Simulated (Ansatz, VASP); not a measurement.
## One calculation of GdO, two programs

```xyz
2
Lattice="0.0000 2.6416 2.6416 2.6416 0.0000 2.6416 2.6416 2.6416 0.0000" Properties=species:S:1:pos:R:3 pbc="T T T"
Gd    0.0000    0.0000    0.0000
O     1.3208    1.3208    1.3208
```

Alike in both runs: task single point; functional PBE; dispersion D3(BJ); k mesh 8 × 8 × 8; occupations gaussian, width 0.05 eV; collinear spin; Hubbard terms Gd f U = 6.0 eV.

```csv
,VASP,Ansatz
version,VASP 6.6.1,Ansatz 0.2.0
potentials or method,"VASP PAW PBE potentials, release 64 (Gd, O), cutoff 520 eV","scalar-relativistic, plane waves, PAW"
valence electrons in the cell,24,24
```

Ansatz gave:

| Item | Value |
| --- | --- |
| gap on the k mesh at the Fermi level (eV) | none |
| pressure (GPa) | 4.7 |
| net moment per atom (μB) | 3.97 |
| size of the moment on the site where the two differ most (μB) | 6.99 |

What did VASP give for the same quantities?

gap on the k mesh at the Fermi level (eV): none; pressure (GPa): 4.7; net moment per atom (μB): 3.97; size of the moment on the site where the two differ most (μB): 7.08.

Site moments also hang on the region over which each program counts them. The programs project onto different local orbitals, so the same U acts differently, and such runs can settle in different states. A gap of «none» marks a metal or a gap that the smearing closes. Ansatz's warnings: filled band counts differ across k points.

Spin-orbit coupling is off throughout.
